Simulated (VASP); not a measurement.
# ZnS (P1) in VASP: single point with r2SCAN

Aim: the single point of ZnS with r2SCAN.

All numbers are computed with VASP 6.6.1; they aren't measurements. Logs are shortened: lines on timing, memory, paths and dates and some standing lists are left out, and cuts for length are marked.

## Step 1: The cell of the first run

The typed cell holds 2 atoms: a = 3.825 Å, b = 3.825 Å, c = 3.825 Å, α = 60.00°, β = 60.00°, γ = 60.00°.

## Step 2: Single point, r2SCAN (atom 2 (S) moved by (-0.200, -0.100) A along x and y)

File POSCAR:

```
ZnS
1.0
    0.0000000000      2.7046500000      2.7046500000
    2.7046500000      0.0000000000      2.7046500000
    2.7046500000      2.7046500000      0.0000000000
Zn S
1 1
Direct
    0.0000000000      0.0000000000      0.0000000000
    0.7684866803      0.7315133197      0.6945399590
```

File INCAR.step1:

```
SYSTEM = ZnS
PREC = Accurate ; ENCUT = 520
ISMEAR = 0 ; SIGMA = 0.05
LREAL = .FALSE. ; LASPH = .TRUE.
NELM = 100 ; NBANDS = 16
GGA = PE ; ALGO = Normal
EDIFF = 1E-4 ; LWAVE = .TRUE.
LCHARG = .FALSE.
```

File INCAR.step2:

```
SYSTEM = ZnS
PREC = Accurate ; ENCUT = 520
EDIFF = 1E-7 ; ISMEAR = 0
SIGMA = 0.05 ; LREAL = .FALSE.
LASPH = .TRUE. ; NELM = 100
ALGO = Normal ; ISIF = 2
LWAVE = .FALSE. ; LCHARG = .FALSE.
METAGGA = R2SCAN ; LMIXTAU = .TRUE.
NBANDS = 16 ; ISTART = 1
```

File KPOINTS:

```
regular mesh
0
G
  8 8 8
  0 0 0
```

Potentials or basis: VASP PAW PBE potentials, release 64 (Zn, S).

Run with:

```
$ cat potpaw_PBE.64/Zn/POTCAR potpaw_PBE.64/S/POTCAR > POTCAR
$ cp INCAR.step1 INCAR
$ mpirun -np 1 vasp_std > vasp.out
$ cp INCAR.step2 INCAR
$ mpirun -np 1 vasp_std > vasp.out
```

OUTCAR:

```text
SYSTEM = ZnS
   PREC = Accurate
   ENCUT = 520
   EDIFF = 1E-7
   ISMEAR = 0
   LREAL = .FALSE.
   LASPH = .TRUE.
   NELM = 100
   ISIF = 2
   METAGGA = R2SCAN
   ISTART = 1

 ion  position               nearest neighbor table
   1  0.000  0.000  0.000-   2 2.17   2 2.29   2 2.41   2 2.52
   2  0.768  0.732  0.695-   1 2.17   1 2.29   1 2.41   1 2.52

  LATTYP: Found a face centered cubic cell.
 ALAT       =     5.4093000000

  Lattice vectors:

 A1 = (   0.0000000000,   2.7046500000,   2.7046500000)
 A2 = (   2.7046500000,   0.0000000000,   2.7046500000)
 A3 = (   2.7046500000,   2.7046500000,   0.0000000000)

Analysis of symmetry for initial positions (statically):
=====================================================================
 Subroutine PRICEL returns:
 Original cell was already a primitive cell.

 Routine SETGRP: Setting up the symmetry group for a
 face centered cubic supercell.

 Subroutine GETGRP returns: Found  1 space group operations
 (whereof  1 operations were pure point group operations)
 out of a pool of 48 trial point group operations.

The static configuration has the point symmetry C_1 .

Analysis of symmetry for dynamics (positions and initial velocities):
=====================================================================
 Subroutine PRICEL returns:
 Original cell was already a primitive cell.

 Routine SETGRP: Setting up the symmetry group for a
 face centered cubic supercell.

 Subroutine GETGRP returns: Found  1 space group operations
 (whereof  1 operations were pure point group operations)
 out of a pool of 48 trial point group operations.

The dynamic configuration has the point symmetry C_1 .

 Subroutine INISYM returns: Found  1 space group operations
 (whereof  1 operations are pure point group operations),
 and found     1 'primitive' translations

----------------------------------------------------------------------------------------

                                     Primitive cell

  volume of cell :      39.5697

  direct lattice vectors                    reciprocal lattice vectors
     0.000000000  2.704650000  2.704650000    -0.184866803  0.184866803  0.184866803
     2.704650000  0.000000000  2.704650000     0.184866803 -0.184866803  0.184866803
     2.704650000  2.704650000  0.000000000     0.184866803  0.184866803 -0.184866803

  length of vectors
     3.824952711  3.824952711  3.824952711     0.320198696  0.320198696  0.320198696

  position of ions in fractional coordinates (direct lattice)
     0.000000000  0.000000000  0.000000000
     0.768486680  0.731513320  0.694539959

  ion indices of the primitive-cell ions
   primitive index   ion index
                 1           1
                 2           2

----------------------------------------------------------------------------------------

 KPOINTS: regular mesh

Automatic generation of k-mesh.
 Grid dimensions read from file:
 generate k-points for:    8    8    8

 Generating k-lattice:

  Cartesian coordinates                     Fractional coordinates (reciprocal lattice)
    -0.023108350  0.023108350  0.023108350     0.125000000  0.000000000  0.000000000
     0.023108350 -0.023108350  0.023108350     0.000000000  0.125000000  0.000000000
     0.023108350  0.023108350 -0.023108350     0.000000000  0.000000000  0.125000000

  Length of vectors
     0.040024837  0.040024837  0.040024837

  Shift w.r.t. Gamma in fractional coordinates (k-lattice)
     0.000000000  0.000000000  0.000000000

 Subroutine IBZKPT returns following result:
 ===========================================

 Found    260 irreducible k-points:

 Following reciprocal coordinates:
            Coordinates               Weight
  0.000000  0.000000  0.000000      1.000000
  0.125000  0.000000  0.000000      2.000000
  0.000000  0.125000  0.000000      2.000000
  0.000000  0.000000  0.125000      2.000000
  0.125000  0.125000  0.125000      2.000000
  0.250000  0.000000  0.000000      2.000000
[... 16 lines left out ...]
  0.125000  0.000000  0.250000      2.000000
  0.125000  0.125000 -0.125000      2.000000
 [... further k-points ...]
   k-points           NKPTS =    260   k-points in BZ     NKDIM =    260   number of bands    NBANDS=     16
   number of dos      NEDOS =    301   number of ions     NIONS =      2
   total plane-waves  NPLWV =  21952
   dimension x,y,z NGX =    28 NGY =   28 NGZ =   28
   dimension x,y,z NGXF=    56 NGYF=   56 NGZF=   56
   ions per type =               1   1
   NGX,Y,Z   is equivalent  to a cutoff of  12.17, 12.17, 12.17 a.u.
   NGXF,Y,Z  is equivalent  to a cutoff of  24.34, 24.34, 24.34 a.u.
 SYSTEM =  ZnS
   PREC   = accura    normal or accurate (medium, high low for compatibility)
   ISTART =      1    job   : 0-new  1-cont  2-samecut
   ICHARG =      0    charge: 1-file 2-atom 10-const
   ISPIN  =      1    spin polarized calculation?
   LNONCOLLINEAR =      F non collinear calculations
   LSORBIT =      F    spin-orbit coupling
   LASPH  =      T    aspherical Exc in radial PAW
   ENCUT  =  520.0 eV  38.22 Ry    6.18 a.u.   7.11  7.11  7.11*2*pi/ulx,y,z
   NELM   =    100;   NELMIN=  2; NELMDL=  0     # of ELM steps
   EDIFF  = 0.1E-06   stopping-criterion for ELM
   LREAL  =      F    real-space projection
   EDIFFG = 0.1E-05   stopping-criterion for IOM
   NSW    =      0    number of steps for IOM
   IBRION =     -1    ionic relax: 0-MD 1-quasi-New 2-CG
   NFREE  =      0    steps in history (QN), initial steepest desc. (CG)
   ISIF   =      2    stress and relaxation
   ISYM   =      2    0-nonsym 1-usesym 2-fastsym
   POTIM  = 0.5000    time-step for ionic-motion
   TEBEG  =    0.0;   TEEND  =   0.0 temperature during run
   PSTRESS=    0.0 pullay stress
   NELECT =      18.0000    total number of electrons
   NUPDOWN=      -1.0000    fix difference up-down
   EMIN   =  10.00;   EMAX   =-10.00  energy-range for DOS
   EFERMI =   0.00;   METHOD = LEGACY
   ISMEAR =     0;   SIGMA  =   0.05  broadening in eV -4-tet -1-fermi 0-gaus
   EFERMI_NEDOS =   21; number of points for ismear=-14 and -15
   IALGO  =     38    algorithm
   IMIX   =      4    mixing-type and parameters
     AMIX     =   0.40;   BMIX     =  1.00
     AMIX_MAG =   1.60;   BMIX_MAG =  1.00
  volume/ion in A,a.u.               =      19.78       133.51
  Fermi-wavevector in a.u.,A,eV,Ry     =   1.259055  2.379268 21.568210  1.585219
  Thomas-Fermi vector in A             =   2.392634
   LORBIT       =      0    0 simple, 1 ext, 2 COOP (PROOUT), +10 PAW based schemes
   METAGGA = R2SCAN    functional components
   LHFCALC =     F    Hartree Fock is set to
   AEXX    =    0.0000 exact exchange contribution
   IVDW    =     0    specifies the selected vdW correction
   LEPSILON=     F    determine dielectric tensor
   LRPA    =     F    only Hartree local field effects (RPA)
 non-spin polarized calculation
 Gauss-broadening in eV      SIGMA  =   0.05
  energy-cutoff  :      520.00
  volume of cell :       39.57
 maximum number of plane-waves:      1090
   NGX = 15   NGY = 15   NGZ = 15

 number of electron      17.9999998 magnetization

 Free energy of the ion-electron system (eV)
  ---------------------------------------------------
  ext. energy  EPLUGINS =         0.00000000
  ---------------------------------------------------
  free energy    TOTEN  =       -18.71898270 eV

  energy without entropy =      -18.71898270  energy(sigma->0) =      -18.71898270

 E-fermi :   2.1723     XC(G=0): -10.2635

 val. band max:        1.9075686042   @ k =   0.0000   0.0000   0.0000
 cond. band min:       4.4910957778   @ k =   0.0000   0.0000   0.0000
 fundamental gap:      2.5835271736
 Fermi energy:         2.1723414820

 k-point     1 :       0.0000    0.0000    0.0000
  band No.  band energies     occupation
      1     -11.8998      2.00000
      2      -4.9351      2.00000
      3      -4.7777      2.00000
      4      -4.6127      2.00000
      5      -4.2391      2.00000
      6      -4.2289      2.00000
[... 8 lines left out ...]
     15      14.0864      0.00000
     16      14.2135      0.00000

 k-point     2 :       0.1250    0.0000    0.0000
  band No.  band energies     occupation
      1     -11.7842      2.00000
      2      -4.9113      2.00000
      3      -4.7702      2.00000
      4      -4.6026      2.00000
      5      -4.2404      2.00000
      6      -4.2276      2.00000
[... 8 lines left out ...]
     15      13.5081      0.00000
     16      15.0514      0.00000

 k-point     3 :       0.0000    0.1250    0.0000
  band No.  band energies     occupation
      1     -11.7790      2.00000
      2      -4.9251      2.00000
      3      -4.7525      2.00000
      4      -4.5995      2.00000
      5      -4.2398      2.00000
      6      -4.2321      2.00000
[... 8 lines left out ...]
     15      13.4515      0.00000
     16      15.0242      0.00000

 k-point     4 :       0.0000    0.0000    0.1250
  band No.  band energies     occupation
      1     -11.7746      2.00000
      2      -4.9384      2.00000
      3      -4.7367      2.00000
      4      -4.5875      2.00000
      5      -4.2448      2.00000
      6      -4.2346      2.00000
[... 8 lines left out ...]
     15      13.3824      0.00000
     16      15.0037      0.00000
[... 324 lines left out ...]
 k-point    22 :       0.0000    0.2500    0.1250
  band No.  band energies     occupation
      1     -11.5005      2.00000
      2      -4.8716      2.00000
      3      -4.7398      2.00000
      4      -4.5494      2.00000
      5      -4.2509      2.00000
      6      -4.2115      2.00000
[... 8 lines left out ...]
     15      14.3842      0.00000
     16      16.1896      0.00000

 k-point    23 :       0.1250    0.0000    0.2500
  band No.  band energies     occupation
      1     -11.4799      2.00000
      2      -4.9163      2.00000
      3      -4.6611      2.00000
      4      -4.5385      2.00000
      5      -4.2647      2.00000
      6      -4.2216      2.00000
[... 8 lines left out ...]
     15      14.1246      0.00000
     16      16.1374      0.00000

 k-point    24 :       0.1250    0.1250   -0.1250
  band No.  band energies     occupation
      1     -11.4750      2.00000
      2      -4.9182      2.00000
      3      -4.6300      2.00000
      4      -4.5579      2.00000
      5      -4.2699      2.00000
      6      -4.2210      2.00000
[... 8 lines left out ...]
     15      14.0390      0.00000
     16      16.0376      0.00000

 [... further k-points ...]

------------------------ aborting loop because EDIFF is reached ----------------------------------------

  FORCE on cell =-STRESS in cart. coord.  units (eV):
  Direction    XX          YY          ZZ          XY          YZ          ZX
  --------------------------------------------------------------------------------------
  -------------------------------------------------------------------------------------
  Total        0.0328129      0.2779602      0.3828370      0.4238053     -1.1458797     -0.6233047
  in kB        1.3285924     11.2545992     15.5010557     17.1598615    -46.3966264    -25.2375851
  external PRESSURE =       9.3614158 kB  Pullay stress =       0.0000000 kB

 VOLUME and BASIS-vectors are now :
 -----------------------------------------------------------------------------
  energy-cutoff  :      520.00
  volume of cell :       39.57
      direct lattice vectors                 reciprocal lattice vectors
     0.000000000  2.704650000  2.704650000    -0.184866803  0.184866803  0.184866803
     2.704650000  0.000000000  2.704650000     0.184866803 -0.184866803  0.184866803
     2.704650000  2.704650000  0.000000000     0.184866803  0.184866803 -0.184866803

 POSITION                                       TOTAL-FORCE (eV/Angst)
 -----------------------------------------------------------------------------------
      0.00000      0.00000      0.00000        -1.167405     -0.665466      0.481341
      3.85698      3.95697      4.05697         1.167405      0.665466     -0.481341
 -----------------------------------------------------------------------------------
    total drift:                               -0.016849     -0.008445      0.006872

  FREE ENERGIE OF THE ION-ELECTRON SYSTEM (eV)
  ---------------------------------------------------
  free  energy   TOTEN  =       -18.7189827015 eV

  energy  without entropy=      -18.7189827015  energy(sigma->0) =      -18.71898270
```

It took 4.9 min on 1 thread of Intel Xeon 6975P-C (Granite Rapids), shared host; peak memory 0.28 GiB.

What came out:

```yaml
Free_energy: -18.7190 eV
Pressure: 0.9 GPa
Largest_force: 1.427 eV/Å
Band_gap_on_the_k_mesh: 2.58 eV
```

Forces in eV/Å, atoms in the order of the input:
```
Zn  -1.167 -0.665  0.481
S    1.167  0.665 -0.481
```

Caveat: the cell differs from its parent crystal (atom 2 (S) moved by (-0.200, -0.100) A along x and y); the PAW data sets were made with another functional, which shifts forces and pressure a little.
